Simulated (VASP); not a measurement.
FePt2:

```
Fe Pt
1.0
     2.75307    0.00000    0.00000
    -1.37654    2.38423    0.00000
     0.00000    0.00000   13.26417
Fe Pt
2 4
Cartesian
  0.0000 1.5895 1.1053
  1.3765 0.7947 12.1588
  0.0000 1.5895 5.5267
  0.0000 1.5895 9.9481
  1.3765 0.7947 3.3160
  1.3765 0.7947 7.7374
```

| Property | Result |
| --- | --- |
| Program | VASP 6.6.1 |
| Task | relaxation of cell and atoms |
| Functional | PBE |
| Potentials or basis | VASP PAW PBE potentials, release 64 (Fe, Pt) |
| Cutoff | 600 eV |
| k mesh | 6 × 6 × 2 |
| Occupations | gaussian, width 0.1 eV |
| Spin | collinear spin, antiferromagnetic start |
| Starting moments | [-4.0, 4.0, 0.0, 0.0, 0.0, 0.0] μB |

At the start: pressure 5.8 GPa; volume 14.51 Å³/atom.

Task: How do energy, volume and symmetry change on relaxing?

Result: Over 13 steps the energy falls by 106.3 meV/atom; space group P-3m1 (No. 164, to 0.1 Å) before and after; moment 0.00 μB per cell.

Step by step:
```tsv
step	energy change (eV)	largest force (eV/Å)	pressure (GPa)	volume (Å³)
1	0.0000	2.2256	5.76	87.07
2	-0.2605	0.5756	-10.33	93.71
3	-0.3171	0.9166	-6.52	91.60
4	-0.4163	0.5595	4.81	87.03
5	-0.4581	0.4397	0.31	88.57
6	-0.5338	0.5556	0.72	87.94
7	-0.5654	0.8530	1.72	87.11
8	-0.6087	0.4538	-1.60	88.01
9	-0.6114	0.3252	-2.54	88.29
10	-0.6348	0.1795	0.70	86.71
11	-0.6356	0.1782	0.18	86.94
12	-0.6374	0.0827	-0.04	87.02
13	-0.6377	0.0235	-0.20	87.08
```

Final structure:
```
Fe Pt
1.0
     2.72820    0.00000    0.00000
    -1.36410    2.36269    0.00000
     0.00000    0.00000   13.50971
Fe Pt
2 4
Direct
  0.33333 0.66667 0.07369
  0.66667 0.33333 0.92631
  0.33333 0.66667 0.41106
  0.33333 0.66667 0.76979
  0.66667 0.33333 0.23021
  0.66667 0.33333 0.58894
```

Caveat: the k points lie up to 0.44 Å⁻¹ apart in the final cell, too coarse for converged energies and pressures of a metal; the antiferromagnetic order is the one typed at the start, and another may lie lower.
